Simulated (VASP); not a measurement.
# Al (Fm-3m) in VASP: further runs, part 2 of 2

VASP 6.6.1.

## 4. Single point, PBE

The input, INCAR:

```
SYSTEM = Al
ALGO = Normal ; EDIFF = 1E-6
ENCUT = 500 ; GGA = PE
GGA_COMPAT = .FALSE. ; ISIF = 2
ISMEAR = 0 ; LASPH = .TRUE.
LCHARG = .TRUE. ; LELF = .TRUE.
LREAL = .FALSE. ; LVHAR = .TRUE.
LWAVE = .FALSE. ; NBANDS = 8
NELM = 120 ; PREC = Accurate
SIGMA = 0.1
```

The input, KPOINTS:

```
k-points
0
G
  3 3 3
  0 0 0
```

The input, POSCAR:

```
Al
1.0
    0.0000000000      2.0194648466      2.0194648466
    2.0194648466      0.0000000000      2.0194648466
    2.0194648466      2.0194648466      0.0000000000
Al
1
Direct
    0.0000000000      0.0000000000      0.0000000000
```

Potentials or basis: VASP PAW PBE potentials, release 64 (Al).

On the command line:

```bash
cat potpaw_PBE.64/Al/POTCAR > POTCAR
mpirun -np 1 vasp_std > vasp.out
```

OUTCAR:

```text
SYSTEM = Al
   EDIFF = 1E-6
   ENCUT = 500
   GGA = PE
   ISIF = 2
   ISMEAR = 0
   LASPH = .TRUE.
   LREAL = .FALSE.
   NELM = 120
   PREC = Accurate

 ion  position               nearest neighbor table
   1  0.000  0.000  0.000-

  LATTYP: Found a face centered cubic cell.
 ALAT       =     4.0389296932

  Lattice vectors:

 A1 = (   0.0000000000,   2.0194648466,   2.0194648466)
 A2 = (   2.0194648466,   0.0000000000,   2.0194648466)
 A3 = (   2.0194648466,   2.0194648466,   0.0000000000)

Analysis of symmetry for initial positions (statically):
=====================================================================
 Subroutine PRICEL returns:
 Original cell was already a primitive cell.

 Routine SETGRP: Setting up the symmetry group for a
 face centered cubic supercell.

 Subroutine GETGRP returns: Found 48 space group operations
 (whereof 48 operations were pure point group operations)
 out of a pool of 48 trial point group operations.

The static configuration has the point symmetry O_h .

Analysis of symmetry for dynamics (positions and initial velocities):
=====================================================================
 Subroutine PRICEL returns:
 Original cell was already a primitive cell.

 Routine SETGRP: Setting up the symmetry group for a
 face centered cubic supercell.

 Subroutine GETGRP returns: Found 48 space group operations
 (whereof 48 operations were pure point group operations)
 out of a pool of 48 trial point group operations.

The dynamic configuration has the point symmetry O_h .

 Subroutine INISYM returns: Found 48 space group operations
 (whereof 48 operations are pure point group operations),
 and found     1 'primitive' translations

----------------------------------------------------------------------------------------

                                     Primitive cell

  volume of cell :      16.4717

  direct lattice vectors                    reciprocal lattice vectors
     0.000000000  2.019464847  2.019464847    -0.247590346  0.247590346  0.247590346
     2.019464847  0.000000000  2.019464847     0.247590346 -0.247590346  0.247590346
     2.019464847  2.019464847  0.000000000     0.247590346  0.247590346 -0.247590346

  length of vectors
     2.855954575  2.855954575  2.855954575     0.428839059  0.428839059  0.428839059

  position of ions in fractional coordinates (direct lattice)
     0.000000000  0.000000000  0.000000000

  ion indices of the primitive-cell ions
   primitive index   ion index
                 1           1

----------------------------------------------------------------------------------------

 KPOINTS: k-points

Automatic generation of k-mesh.
 Grid dimensions read from file:
 generate k-points for:    3    3    3

 Generating k-lattice:

  Cartesian coordinates                     Fractional coordinates (reciprocal lattice)
    -0.082530115  0.082530115  0.082530115     0.333333333  0.000000000  0.000000000
     0.082530115 -0.082530115  0.082530115     0.000000000  0.333333333  0.000000000
     0.082530115  0.082530115 -0.082530115     0.000000000  0.000000000  0.333333333

  Length of vectors
     0.142946353  0.142946353  0.142946353

  Shift w.r.t. Gamma in fractional coordinates (k-lattice)
     0.000000000  0.000000000  0.000000000

 Subroutine IBZKPT returns following result:
 ===========================================

 Found      4 irreducible k-points:

 Following reciprocal coordinates:
            Coordinates               Weight
  0.000000  0.000000  0.000000      1.000000
  0.333333  0.000000  0.000000      8.000000
  0.333333  0.333333  0.000000      6.000000
 -0.333333  0.333333  0.000000     12.000000
   k-points           NKPTS =      4   k-points in BZ     NKDIM =      4   number of bands    NBANDS=      8
   number of dos      NEDOS =    301   number of ions     NIONS =      1
   total plane-waves  NPLWV =  13824
   dimension x,y,z NGX =    24 NGY =   24 NGZ =   24
   dimension x,y,z NGXF=    48 NGYF=   48 NGZF=   48
   ions per type =               1
   NGX,Y,Z   is equivalent  to a cutoff of  13.97, 13.97, 13.97 a.u.
   NGXF,Y,Z  is equivalent  to a cutoff of  27.94, 27.94, 27.94 a.u.
 SYSTEM =  Al
   PREC   = accura    normal or accurate (medium, high low for compatibility)
   ISTART =      0    job   : 0-new  1-cont  2-samecut
   ICHARG =      2    charge: 1-file 2-atom 10-const
   ISPIN  =      1    spin polarized calculation?
   LNONCOLLINEAR =      F non collinear calculations
   LSORBIT =      F    spin-orbit coupling
   LASPH  =      T    aspherical Exc in radial PAW
   ENCUT  =  500.0 eV  36.75 Ry    6.06 a.u.   5.21  5.21  5.21*2*pi/ulx,y,z
   NELM   =    120;   NELMIN=  2; NELMDL= -5     # of ELM steps
   EDIFF  = 0.1E-05   stopping-criterion for ELM
   LREAL  =      F    real-space projection
   EDIFFG = 0.1E-04   stopping-criterion for IOM
   NSW    =      0    number of steps for IOM
   IBRION =     -1    ionic relax: 0-MD 1-quasi-New 2-CG
   NFREE  =      0    steps in history (QN), initial steepest desc. (CG)
   ISIF   =      2    stress and relaxation
   ISYM   =      2    0-nonsym 1-usesym 2-fastsym
   POTIM  = 0.5000    time-step for ionic-motion
   TEBEG  =    0.0;   TEEND  =   0.0 temperature during run
   PSTRESS=    0.0 pullay stress
   NELECT =       3.0000    total number of electrons
   NUPDOWN=      -1.0000    fix difference up-down
   EMIN   =  10.00;   EMAX   =-10.00  energy-range for DOS
   EFERMI =   0.00;   METHOD = LEGACY
   ISMEAR =     0;   SIGMA  =   0.10  broadening in eV -4-tet -1-fermi 0-gaus
   EFERMI_NEDOS =   21; number of points for ismear=-14 and -15
   IALGO  =     38    algorithm
   IMIX   =      4    mixing-type and parameters
     AMIX     =   0.40;   BMIX     =  1.00
     AMIX_MAG =   1.60;   BMIX_MAG =  1.00
  volume/ion in A,a.u.               =      16.47       111.16
  Fermi-wavevector in a.u.,A,eV,Ry     =   0.927974  1.753616 11.716453  0.861135
  Thomas-Fermi vector in A             =   2.054101
   LORBIT       =      0    0 simple, 1 ext, 2 COOP (PROOUT), +10 PAW based schemes
   GGA     = PE    functional components
   LHFCALC =     F    Hartree Fock is set to
   AEXX    =    0.0000 exact exchange contribution
   IVDW    =     0    specifies the selected vdW correction
   LEPSILON=     F    determine dielectric tensor
   LRPA    =     F    only Hartree local field effects (RPA)
 non-spin polarized calculation
 Gauss-broadening in eV      SIGMA  =   0.10
  energy-cutoff  :      500.00
  volume of cell :       16.47
 maximum number of plane-waves:       432
 NGX is ok and might be reduce to    24
   NGX = 11   NGY = 11   NGZ = 11

 number of electron       3.0000000 magnetization

 Free energy of the ion-electron system (eV)
  ---------------------------------------------------
  ext. energy  EPLUGINS =         0.00000000
  ---------------------------------------------------
  free energy    TOTEN  =        -3.17325508 eV

  energy without entropy =       -3.15999315  energy(sigma->0) =       -3.16662412

 E-fermi :   8.3377     XC(G=0): -10.1963

 val. band max:        6.9497755583   @ k =  -0.3333   0.3333   0.0000
 cond. band min:       8.4200256843   @ k =  -0.3333   0.3333   0.0000
 fundamental gap:      1.4702501260
 Fermi energy:         8.3376828342

 k-point     1 :       0.0000    0.0000    0.0000
  band No.  band energies     occupation
      1      -3.1194      2.00000
      2      20.6563      0.00000
      3      20.6563      0.00000
      4      20.6563      0.00000
      5      22.1553      0.00000
      6      22.1553      0.00000
      7      22.1553      0.00000
      8      24.5241      0.00000

 k-point     2 :       0.3333    0.0000    0.0000
  band No.  band energies     occupation
      1      -0.1261      2.00000
      2       8.5233      0.00867
      3      18.8062      0.00000
      4      18.8062      0.00000
      5      21.4019      0.00000
      6      21.4019      0.00000
      7      22.3775      0.00000
      8      25.3829      0.00000

 k-point     3 :       0.3333    0.3333    0.0000
  band No.  band energies     occupation
      1       0.8555      2.00000
      2      12.4091      0.00000
      3      14.2854      0.00000
      4      14.4824      0.00000
      5      14.4824      0.00000
      6      18.0069      0.00000
      7      30.9995      0.00000
      8      32.3966      0.00000

 k-point     4 :      -0.3333    0.3333    0.0000
  band No.  band energies     occupation
      1       4.7168      2.00000
      2       6.9498      2.00000
      3       8.4200      0.24422
      4      15.3538      0.00000
      5      17.1241      0.00000
      6      26.7394      0.00000
      7      28.3107      0.00000
      8      28.3110      0.00000

------------------------ aborting loop because EDIFF is reached ----------------------------------------

  FORCE on cell =-STRESS in cart. coord.  units (eV):
  Direction    XX          YY          ZZ          XY          YZ          ZX
  --------------------------------------------------------------------------------------
  -------------------------------------------------------------------------------------
  Total       -0.0826807     -0.0826807     -0.0826807      0.0000000      0.0000000      0.0000000
  in kB       -8.0422206     -8.0422206     -8.0422206      0.0000000      0.0000000      0.0000000
  external PRESSURE =      -8.0422206 kB  Pullay stress =       0.0000000 kB

 VOLUME and BASIS-vectors are now :
 -----------------------------------------------------------------------------
  energy-cutoff  :      500.00
  volume of cell :       16.47
      direct lattice vectors                 reciprocal lattice vectors
     0.000000000  2.019464847  2.019464847    -0.247590346  0.247590346  0.247590346
     2.019464847  0.000000000  2.019464847     0.247590346 -0.247590346  0.247590346
     2.019464847  2.019464847  0.000000000     0.247590346  0.247590346 -0.247590346

 POSITION                                       TOTAL-FORCE (eV/Angst)
 -----------------------------------------------------------------------------------
      0.00000      0.00000      0.00000         0.000000      0.000000     -0.000000
 -----------------------------------------------------------------------------------
    total drift:                                0.000000     -0.000000     -0.000000

  FREE ENERGIE OF THE ION-ELECTRON SYSTEM (eV)
  ---------------------------------------------------
  free  energy   TOTEN  =        -3.1732550783 eV

  energy  without entropy=       -3.1599931535  energy(sigma->0) =       -3.16662412
```

stdout:

```text
POSCAR found type information on POSCAR Al
 POSCAR found :  1 types and       1 ions
 scaLAPACK will be used
 LDA part: xc-table for (Slater+PW92), standard interpolation
 POSCAR, INCAR and KPOINTS ok, starting setup
 FFT: planning ... GRIDC
 FFT: planning ... GRID_SOFT
 FFT: planning ... GRID
 WAVECAR not read
 entering main loop
```

Wall time 1.4 s (1 thread of AMD EPYC 9R45 (Zen 5), shared host); peak memory 0.09 GiB.

Results:

- Free energy: -3.1733 eV
- Pressure: -0.8 GPa

Caveat: the k points lie up to 0.90 Å⁻¹ apart.

## 5. Summary

| level | potentials or basis | k mesh | smearing | gap on the mesh (eV) | pressure (GPa) |
| --- | --- | --- | --- | --- | --- |
| PBEsol | VASP PAW PBE potentials, release 64 (Al) | 4 × 4 × 4 | gaussian 0.1 eV | none | -0.5 |
| LDA | VASP PAW LDA potentials, release 64 (Al) | 4 × 4 × 4 | fermi-dirac 0.0028 eV | none | -2.5 |
| PBE | VASP PAW PBE potentials, release 64 (Al) | 3 × 3 × 3 | gaussian 0.1 eV | none | -0.8 |

Alike in all rows: task single point; no spin polarisation; cell as given; cutoff (eV) 500.

Caveats: all runs use coarse meshes; the PAW data sets were made with another functional, which shifts forces and pressure a little (some runs).

Absolute energies hang on the potentials; compare differences alone.
